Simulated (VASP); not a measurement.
Here is a VASP 6.6.1 calculation.

Contents of INCAR:

```
ALGO     = Normal         # electronic algorithm
EDIFF    = 1E-6           # SCF threshold, eV
ENCUT    = 520            # plane-wave cutoff, eV
GGA      = PS             # functional
ISIF     = 2              # what is computed and relaxed
ISMEAR   = 0              # smearing method
LASPH    = True           # aspherical terms in the spheres
LCHARG   = False          # write CHGCAR
LREAL    = False          # projectors in reciprocal space
LWAVE    = False          # write WAVECAR
NBANDS   = 12             # bands
NELM     = 80             # most SCF steps
PREC     = Accurate       # precision mode
SIGMA    = 0.1            # smearing width, eV
```

Contents of KPOINTS:

```
k-points
0
Gamma
  8 8 8
```

File POSCAR:

```
Nb
1.0
   -1.5997400926      1.5997400926      1.5997400926
    1.5997400926     -1.5997400926      1.5997400926
    1.5997400926      1.5997400926     -1.5997400926
Nb
1
Direct
    0.0000000000      0.0000000000      0.0000000000
```

Potentials or basis: VASP PAW PBE potentials, release 64 (Nb_sv).

Run with:

```bash
$ cat potpaw_PBE.64/Nb_sv/POTCAR > POTCAR
$ mpirun -np 1 vasp_std > vasp.out
```

Estimate the pressure.

15.0 GPa.

Caveat: the PAW data sets were made with another functional, which shifts forces and pressure a little.
